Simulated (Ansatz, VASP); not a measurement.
One calculation of RbBr, two programs

File INCAR:

```
ALGO = Normal
EDIFF = 1E-7
ENCUT = 520
GGA = PS
ISIF = 2
ISMEAR = 0
LASPH = T
LCHARG = F
LREAL = F
LWAVE = F
NBANDS = 15
NELM = 60
PREC = Accurate
SIGMA = 0.05
```

The input KPOINTS:

```
k-points
0
Gamma
  6 6 6
```

File POSCAR:

```
RbBr
1.0
    0.0000000000      3.1404822710      4.0826269524
    3.1404822710      0.0000000000      4.0826269524
    3.1404822710      3.1404822710      0.0000000000
Rb Br
1 1
Direct
    0.0000000000      0.0000000000      0.0000000000
    0.5000000000      0.5000000000      0.5000000000
```

Input for Ansatz:

```yaml
crystal:
  lattice:
    - [0.0, 3.140482271, 4.0826269524]
    - [3.140482271, 0.0, 4.0826269524]
    - [3.140482271, 3.140482271, 0.0]
  atoms:
    - { symbol: Rb, position: [0.0, 0.0, 0.0] }
    - { symbol: Br, position: [0.5, 0.5, 0.5] }
basis:
  ecutwfc: 420
kpoints:
  mp_grid: { grid: [6, 6, 6] }
hamiltonian:
  xc: pbesol
scf:
  occupations: { method: gaussian, width: 0.05 }
output:
  forces: true
  stress: true
  eigenvalues: true
```

Alike in both runs: task single point; functional PBEsol; k mesh 6 × 6 × 6; occupations gaussian, width 0.05 eV; no spin polarisation.

|  | VASP | Ansatz |
| --- | --- | --- |
| version | VASP 6.6.1 | Ansatz 0.2.0 |
| potentials or method | VASP PAW PBE potentials, release 64 (Rb_sv, Br), cutoff 520 eV | scalar-relativistic, plane waves, PAW |
| valence electrons in the cell | 16 | 16 |

|  | VASP | Ansatz | Ansatz less VASP |
| --- | --- | --- | --- |
| gap on the k mesh at the Fermi level (eV) | 3.99 | 4.00 | +0.007 |
| least direct gap on the mesh (eV) | 3.99 | 4.00 | +0.007 |
| pressure (GPa) | 2.7 | 2.6 | -0.07 |
| traceless stress, the component that is largest in VASP (GPa) | -4.00 | -3.93 | +0.067 |

VASP's potentials were made for PBE, not for PBEsol. With one functional, cell and mesh, what is left measures potentials, basis and numerics.
